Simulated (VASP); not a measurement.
A run of VASP 6.6.1 is set up as follows.

INCAR

```
ALGO     = Normal         # electronic algorithm
EDIFF    = 1E-7           # SCF threshold, eV
ENCUT    = 520            # plane-wave cutoff, eV
GGA      = PE             # functional
ISIF     = 2              # what is computed and relaxed
ISMEAR   = 0              # smearing method
ISPIN    = 2              # spin polarisation
ISYM     = 0            
LASPH    = T              # aspherical terms in the spheres
LCHARG   = F              # write CHGCAR
LDAU     = T              # DFT+U
LDAUJ    = 0            
LDAUL    = 2              # shell
LDAUPRINT= 1            
LDAUTYPE = 2            
LDAUU    = 3.32           # U, eV
LMAXMIX  = 4              # l up to which the mixer works
LORBIT   = 11             # projections on sites
LREAL    = F              # projectors in reciprocal space
LWAVE    = F              # write WAVECAR
MAGMOM   = 2.04 2.04      # initial moments
NBANDS   = 20             # bands
NELM     = 150            # most SCF steps
PREC     = Accurate       # precision mode
SIGMA    = 0.05           # smearing width, eV
```

KPOINTS

```
k-points
0
Gamma
  12 12 6
```

POSCAR

```
Co
1.0
    0.0000000000      1.7945000000      1.7945000000
    1.7945000000      0.0000000000      1.7945000000
    3.5890000000      3.5890000000      0.0000000000
Co
2
Direct
    0.0000000000      0.0000000000      0.0000000000
    0.0000000000      0.0000000000      0.5000000000
```

Potentials or basis: VASP PAW PBE potentials, release 64 (Co).

Launch:

```console
$ cat potpaw_PBE.64/Co/POTCAR > POTCAR
$ mpirun -np 1 vasp_std > vasp.out
```

Question: What does it give for the site moments?

Answer: Co +1.83 μB.

Question: What does it give for the net moment?

Answer: 3.50 μB per cell.

Question: Estimate the pressure.

Answer: -4.6 GPa.

Eigenvalues of the final occupation matrices:
| site | spin | trace | eigenvalues |
| --- | --- | --- | --- |
| site 1 d | 1 | 4.62 | 0.92 0.92 0.92 0.94 0.94 |
| site 1 d | 2 | 2.70 | 0.24 0.24 0.74 0.74 0.74 |
| site 2 d | 1 | 4.62 | 0.92 0.92 0.92 0.94 0.94 |
| site 2 d | 2 | 2.70 | 0.24 0.24 0.74 0.74 0.74 |

Caveat: the cell stands under tension; the U is typed as a test and isn't derived for this compound. The state reached can hang on the start; a lower one may exist.
